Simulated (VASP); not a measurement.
Here is a VASP 6.6.1 calculation.

File INCAR:

```
SYSTEM = TiO2
PREC = Accurate
ENCUT = 600
EDIFF = 1E-6
ISMEAR = 0
SIGMA = 0.05
LREAL = .False.
LASPH = .True.
NELM = 80
ALGO = Normal
ISIF = 4
LWAVE = .False.
LCHARG = .False.
GGA = PE
IBRION = 2
NSW = 60
EDIFFG = -0.01
```

Contents of KPOINTS:

```
regular mesh
0
Gamma
  8 8 8
  0 0 0
```

POSCAR

```
TiO2
1.0
   -1.9120081576      1.9120081576      4.8822747810
    1.9120081576     -1.9120081576      4.8822747810
    1.9120081576      1.9120081576     -4.8822747810
Ti O
2 4
Direct
    0.0000000000      0.0000000000      0.0000000000
    0.7500000000      0.2500000000      0.5000000000
    0.2064586324      0.2064586324      0.0000000000
    0.9564586324      0.4564586324      0.5000000000
    0.5435413676      0.0435413676      0.5000000000
    0.7935413676      0.7935413676      0.0000000000
```

Potentials or basis: VASP PAW PBE potentials, release 64 (Ti_sv, O).

Run with:

```sh
$ cat potpaw_PBE.64/Ti_sv/POTCAR potpaw_PBE.64/O/POTCAR > POTCAR
$ mpirun -np 1 vasp_std > vasp.out
```

Q: What does it give for the band gap on the k mesh?

A: 2.13 eV (least direct gap 2.38 eV).

Final structure:
```xyz
6
Lattice="-1.9069 1.9069 4.9083 1.9069 -1.9069 4.9083 1.9069 1.9069 -4.9083" Properties=species:S:1:pos:R:3 pbc="T T T"
Ti    0.0000    0.0000    0.0000
Ti    0.0000    1.9069    2.4542
O     0.0000    0.0000    2.0146
O     0.0000    1.9069    4.4688
O     0.0000    1.9069    0.4395
O     0.0000    0.0000    7.8020
```

A k mesh can miss the band edges. PBE gaps usually lie below the measured ones, often by a third to a half.
